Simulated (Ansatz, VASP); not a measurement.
Two plane-wave programs on SnSe

```
CELL_PARAMETERS angstrom
11.57950 0.00000 0.00000
0.00000 4.12715 0.00000
0.00000 0.00000 4.56669
ATOMIC_POSITIONS crystal
Sn 0.11879 0.25000 0.11294
Sn 0.38121 0.75000 0.61294
Sn 0.61879 0.25000 0.38706
Sn 0.88121 0.75000 0.88706
Se 0.35315 0.25000 0.01199
Se 0.14685 0.75000 0.51199
Se 0.85315 0.25000 0.48801
Se 0.64685 0.75000 0.98801
```

Alike in both runs: task single point; functional PBE; k mesh 2 × 6 × 6; occupations fermi-dirac, width 0.02 eV; no spin polarisation.

|  | VASP | Ansatz |
| --- | --- | --- |
| version | VASP 6.6.1 | Ansatz 0.2.0 |
| potentials or method | VASP PAW PBE potentials, release 64 (Sn_d, Se) | plane waves, PAW |
| plane-wave cutoff (eV) | 500 | 420 |
| valence electrons in the cell | 80 | 120 |

Ansatz gave:

| Quantity | Value |
| --- | --- |
| pressure (GPa) | 2.0 |
| traceless stress, the component that is largest in VASP (GPa) | -0.23 |
| rms of the force components (eV/Å) | 0.115 |

Which values does VASP return?

Pressure (GPa): 2.1; traceless stress, the component that is largest in VASP (GPa): -0.24; rms of the force components (eV/Å): 0.125.

Atom by atom the forces differ by 0.010 eV/Å (rms over components). VASP's potentials hold 80 valence electrons a cell and Ansatz's 120, so a difference there can come from the potentials and not from the codes.
